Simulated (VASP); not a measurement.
Be3S5, 8 atoms in the cell. The typed cell holds 8 atoms: a = 3.554 Å, b = 3.543 Å, c = 10.871 Å, α = 99.37°, β = 98.17°, γ = 88.50°. 

```yaml
Program: VASP 6.6.1
Task: single point
Functional: PBE
Potentials_or_basis: VASP PAW PBE potentials, release 64 (Be, S)
Cutoff: 520 eV
k_mesh: 4 × 4 × 4
Occupations: gaussian, width 0.1 eV
Spin: no spin polarisation
Dipole_correction: no
Further_INCAR_settings: ALGO = Normal; EDIFF = 1e-06; NBANDS = 28
```

Potentials or basis: VASP PAW PBE potentials, release 64 (Be, S).

Launch:

```bash
$ cat potpaw_PBE.64/Be/POTCAR potpaw_PBE.64/S/POTCAR > POTCAR
$ mpirun -np 1 vasp_std > vasp.out
```

Hardware: 1 thread of Intel(R) Xeon(R) 6975P-C (Granite Rapids) (shared host).

Estimate the wall time of this run.

Wall time 58 s on 1 thread of Intel(R) Xeon(R) 6975P-C (Granite Rapids) (shared host), peak memory 0.28 GiB. Counts: scf iterations 15, k points 36.
